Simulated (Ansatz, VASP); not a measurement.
## Two plane-wave programs on Ca3W

```xyz
4
Lattice="4.8375 0.0000 0.0000 0.0000 4.8375 0.0000 0.0000 0.0000 4.8375" Properties=species:S:1:pos:R:3 pbc="T T T"
Ca    0.0000    2.4187    2.4187
Ca    2.4187    0.0000    2.4187
Ca    2.4187    2.4187    0.0000
W     0.0000    0.0000    0.0000
```

Alike in both runs: functional PBE; k mesh 10 × 10 × 10; occupations gaussian, width 0.1 eV; no spin polarisation.

Ansatz relaxed the structure, and its values are those at the end. VASP's run is a single point on that final structure, the one shown.

```csv
,VASP,Ansatz
version,VASP 6.6.1,Ansatz 0.2.0
potentials or method,"VASP PAW PBE potentials, release 64 (Ca_sv, W_sv), cutoff 520 eV","scalar-relativistic, plane waves, PAW"
valence electrons in the cell,44,44
```

```tsv
	VASP	Ansatz	Ansatz less VASP
gap on the k mesh at the Fermi level (eV)	none	none	-
pressure (GPa)	0.0	0.0	-0.05
```

A gap of «none» marks a metal or a gap that the smearing closes.

Neither program's run includes spin-orbit coupling.
